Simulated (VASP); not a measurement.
Wanted: the native input for a VASP 6.6.1 run.

| Item | Value |
| --- | --- |
| Task | single point |
| Functional | HSE06 |
| Potentials or basis | VASP PAW PBE potentials, release 64 (Al, Si, N, C) |
| Cutoff | 520 eV |
| k mesh | 1 × 1 × 1 |
| Occupations | fermi-dirac, width 0.05 eV |
| Spin | no spin polarisation |
| Dipole correction | no |
| Grid for exact exchange (PRECFOCK) | Fast |
| Further INCAR settings | LREAL = Auto; ALGO = Normal; EDIFF = 1e-06; NBANDS = 246 |
| Share of exact exchange | 0.25 |
| Screening parameter | 0.2079 1/Å |

Crystal: Al5Si11C11N5.

```
Al Si N C
1.0
     9.26947    0.00000    0.00000
     0.00000   10.72308    0.00000
     0.00000    0.00000   10.08103
Al Si N C
15 33 15 33
Direct
  0.16851 0.08552 0.24952
  0.32975 0.33023 0.25039
  0.16429 0.58374 0.25464
  0.83188 0.08677 0.25154
  0.66542 0.33647 0.74725
  0.50107 0.58314 0.24621
  0.66798 0.83054 0.24617
  0.66412 0.83222 0.74789
  0.99578 0.16417 0.50236
  0.33588 0.16530 0.00045
  0.16287 0.41357 0.49503
  0.16500 0.41491 0.00300
  0.66130 0.16772 0.99827
  0.49879 0.41599 0.50086
  0.33597 0.66681 0.49887
  0.16530 0.08474 0.75116
  0.00005 0.33625 0.24934
  0.99736 0.33313 0.75120
  0.49574 0.08416 0.25122
  0.49840 0.08106 0.74850
  0.33502 0.33534 0.75553
  0.16756 0.58390 0.74635
  0.00028 0.83173 0.24717
  0.00104 0.83369 0.74572
  0.83549 0.08389 0.74980
  0.66591 0.33143 0.25066
  0.49953 0.58127 0.75218
  0.33669 0.83316 0.24801
  0.33476 0.83186 0.74940
  0.83415 0.58205 0.24737
  0.83117 0.58179 0.74515
  0.99967 0.16645 0.99862
  0.33240 0.16708 0.49784
  0.00120 0.66557 0.49759
  0.99820 0.66448 0.99789
  0.66706 0.16540 0.50220
  0.50010 0.41641 0.00037
  0.33399 0.66883 0.00083
  0.16956 0.91829 0.49401
  0.16929 0.91668 0.00052
  0.83486 0.41500 0.49484
  0.83174 0.41627 0.99975
  0.66502 0.66439 0.49965
  0.67012 0.66613 0.00158
  0.49829 0.91847 0.49780
  0.50072 0.91921 0.00003
  0.83072 0.91510 0.50203
  0.83326 0.91576 0.99952
  0.99387 0.17023 0.17884
  0.16470 0.41677 0.70253
  0.66274 0.17006 0.19102
  0.51023 0.41180 0.18367
  0.15934 0.90908 0.18057
  0.16562 0.91407 0.69036
  0.67608 0.65998 0.18243
  0.84749 0.91986 0.17883
  0.33356 0.32615 0.44307
  0.16213 0.59445 0.93254
  0.00076 0.83334 0.93702
  0.82287 0.07403 0.44015
  0.83882 0.07620 0.94300
  0.66692 0.34134 0.94667
  0.50943 0.58502 0.43432
  0.00007 0.16689 0.69901
  0.34090 0.16218 0.19126
  0.32964 0.16875 0.68829
  0.15833 0.41465 0.19163
  0.98849 0.67444 0.17907
  0.00046 0.66947 0.69133
  0.66923 0.15891 0.68937
  0.48875 0.42100 0.69268
  0.33305 0.67431 0.18152
  0.33297 0.66673 0.69901
  0.82841 0.41470 0.18509
  0.84413 0.42022 0.68236
  0.66475 0.65763 0.68511
  0.49660 0.92134 0.18527
  0.48737 0.91916 0.68319
  0.84528 0.92122 0.68976
  0.16912 0.07941 0.44436
  0.15427 0.07450 0.93773
  0.98945 0.32923 0.43059
  0.98654 0.32751 0.93554
  0.50384 0.08550 0.43890
  0.50300 0.07491 0.92995
  0.34099 0.33904 0.93662
  0.16133 0.58649 0.44749
  0.99841 0.83728 0.43481
  0.67133 0.32685 0.43343
  0.50272 0.58393 0.94435
  0.33337 0.84063 0.43261
  0.32960 0.83333 0.93692
  0.83047 0.58499 0.43400
  0.83483 0.58215 0.93514
  0.66718 0.83202 0.44354
  0.67155 0.83195 0.95038
```

The input as run:

POSCAR

```
Al5Si11C11N5
1.0
    9.2694670000      0.0000000000      0.0000000000
    0.0000000000     10.7230770000      0.0000000000
    0.0000000000      0.0000000000     10.0810350000
Al Si N C
15 33 15 33
Direct
    0.1685120000      0.0855210000      0.2495230000
    0.3297510000      0.3302320000      0.2503860000
    0.1642950000      0.5837350000      0.2546360000
    0.8318780000      0.0867680000      0.2515350000
    0.6654190000      0.3364670000      0.7472490000
    0.5010700000      0.5831380000      0.2462110000
    0.6679830000      0.8305390000      0.2461700000
    0.6641170000      0.8322200000      0.7478890000
    0.9957830000      0.1641700000      0.5023560000
    0.3358840000      0.1653010000      0.0004470000
    0.1628740000      0.4135740000      0.4950320000
    0.1649960000      0.4149110000      0.0030010000
    0.6612980000      0.1677150000      0.9982740000
    0.4987910000      0.4159930000      0.5008590000
    0.3359740000      0.6668130000      0.4988720000
    0.1653000000      0.0847440000      0.7511550000
    0.0000510000      0.3362510000      0.2493440000
    0.9973610000      0.3331300000      0.7512040000
    0.4957370000      0.0841610000      0.2512230000
    0.4983960000      0.0810650000      0.7484990000
    0.3350210000      0.3353420000      0.7555320000
    0.1675560000      0.5838970000      0.7463460000
    0.0002830000      0.8317290000      0.2471720000
    0.0010360000      0.8336860000      0.7457210000
    0.8354870000      0.0838930000      0.7498000000
    0.6659070000      0.3314270000      0.2506640000
    0.4995310000      0.5812690000      0.7521840000
    0.3366910000      0.8331560000      0.2480120000
    0.3347590000      0.8318620000      0.7493960000
    0.8341520000      0.5820450000      0.2473720000
    0.8311740000      0.5817870000      0.7451460000
    0.9996690000      0.1664490000      0.9986150000
    0.3324040000      0.1670820000      0.4978440000
    0.0012020000      0.6655680000      0.4975860000
    0.9982030000      0.6644760000      0.9978930000
    0.6670630000      0.1654000000      0.5021970000
    0.5000970000      0.4164070000      0.0003710000
    0.3339890000      0.6688340000      0.0008310000
    0.1695580000      0.9182920000      0.4940070000
    0.1692940000      0.9166790000      0.0005150000
    0.8348630000      0.4150040000      0.4948450000
    0.8317400000      0.4162670000      0.9997490000
    0.6650150000      0.6643910000      0.4996480000
    0.6701190000      0.6661330000      0.0015770000
    0.4982910000      0.9184690000      0.4977980000
    0.5007200000      0.9192130000      0.0000280000
    0.8307230000      0.9151000000      0.5020290000
    0.8332620000      0.9157590000      0.9995190000
    0.9938660000      0.1702320000      0.1788400000
    0.1647040000      0.4167720000      0.7025330000
    0.6627380000      0.1700630000      0.1910210000
    0.5102300000      0.4117970000      0.1836730000
    0.1593430000      0.9090760000      0.1805650000
    0.1656150000      0.9140680000      0.6903550000
    0.6760810000      0.6599830000      0.1824340000
    0.8474940000      0.9198590000      0.1788350000
    0.3335600000      0.3261480000      0.4430690000
    0.1621280000      0.5944550000      0.9325430000
    0.0007560000      0.8333350000      0.9370200000
    0.8228710000      0.0740290000      0.4401480000
    0.8388220000      0.0762030000      0.9430030000
    0.6669200000      0.3413360000      0.9466670000
    0.5094280000      0.5850210000      0.4343180000
    0.0000660000      0.1668860000      0.6990130000
    0.3408970000      0.1621750000      0.1912620000
    0.3296350000      0.1687510000      0.6882900000
    0.1583260000      0.4146540000      0.1916280000
    0.9884920000      0.6744430000      0.1790740000
    0.0004580000      0.6694720000      0.6913260000
    0.6692300000      0.1589060000      0.6893650000
    0.4887490000      0.4209990000      0.6926850000
    0.3330510000      0.6743140000      0.1815180000
    0.3329670000      0.6667330000      0.6990120000
    0.8284130000      0.4146960000      0.1850920000
    0.8441260000      0.4202180000      0.6823590000
    0.6647510000      0.6576270000      0.6851080000
    0.4966040000      0.9213400000      0.1852700000
    0.4873660000      0.9191600000      0.6831950000
    0.8452810000      0.9212250000      0.6897590000
    0.1691180000      0.0794090000      0.4443640000
    0.1542670000      0.0745030000      0.9377280000
    0.9894520000      0.3292270000      0.4305890000
    0.9865380000      0.3275090000      0.9355420000
    0.5038430000      0.0855040000      0.4389010000
    0.5030020000      0.0749060000      0.9299550000
    0.3409890000      0.3390370000      0.9366180000
    0.1613310000      0.5864850000      0.4474860000
    0.9984090000      0.8372840000      0.4348070000
    0.6713270000      0.3268480000      0.4334340000
    0.5027160000      0.5839270000      0.9443490000
    0.3333710000      0.8406270000      0.4326100000
    0.3296030000      0.8333320000      0.9369200000
    0.8304750000      0.5849900000      0.4340020000
    0.8348290000      0.5821530000      0.9351390000
    0.6671840000      0.8320160000      0.4435440000
    0.6715500000      0.8319470000      0.9503820000
```

INCAR.step1

```
PREC = Accurate
ENCUT = 520
EDIFF = 1E-5
ISMEAR = -1
SIGMA = 0.05
LREAL = Auto
LASPH = T
NELM = 80
ALGO = Normal
ISIF = 2
LWAVE = T
LCHARG = F
GGA = PE
NBANDS = 246
LUSENCCL = F
```

INCAR.step2

```
PREC = Accurate
ENCUT = 520
EDIFF = 1E-6
ISMEAR = -1
SIGMA = 0.05
LREAL = Auto
LASPH = T
NELM = 80
ALGO = Normal
ISIF = 2
LWAVE = F
LCHARG = F
GGA = PE
LHFCALC = T
HFSCREEN = 0.2079
PRECFOCK = Fast
ISTART = 1
NBANDS = 246
LUSENCCL = F
```

KPOINTS

```
regular mesh
0
Gamma
  1 1 1
```

Potentials or basis: VASP PAW PBE potentials, release 64 (Al, Si, N, C).

Launch:

```console
$ cat potpaw_PBE.64/Al/POTCAR potpaw_PBE.64/Si/POTCAR potpaw_PBE.64/N/POTCAR potpaw_PBE.64/C/POTCAR > POTCAR
$ cp INCAR.step1 INCAR
$ mpirun -np 1 vasp_gam > vasp.out
$ cp INCAR.step2 INCAR
$ mpirun -np 1 vasp_gam > vasp.out
```

It gave:

| Property | Result |
| --- | --- |
| Pressure | -1.9 GPa |
| Largest force | 0.265 eV/Å |
| Band gap on the k mesh | 3.38 eV |

Caveat: the k points lie up to 0.68 Å⁻¹ apart; the PAW data sets were made with another functional, which shifts forces and pressure a little.

Run time: 4.6 min on 1 × NVIDIA H100 80GB with 1 thread of Intel(R) Xeon(R) Platinum 8481C CPU @ 2.70GHz (Sapphire Rapids), with other jobs on the host, peak memory 1.7 GiB.
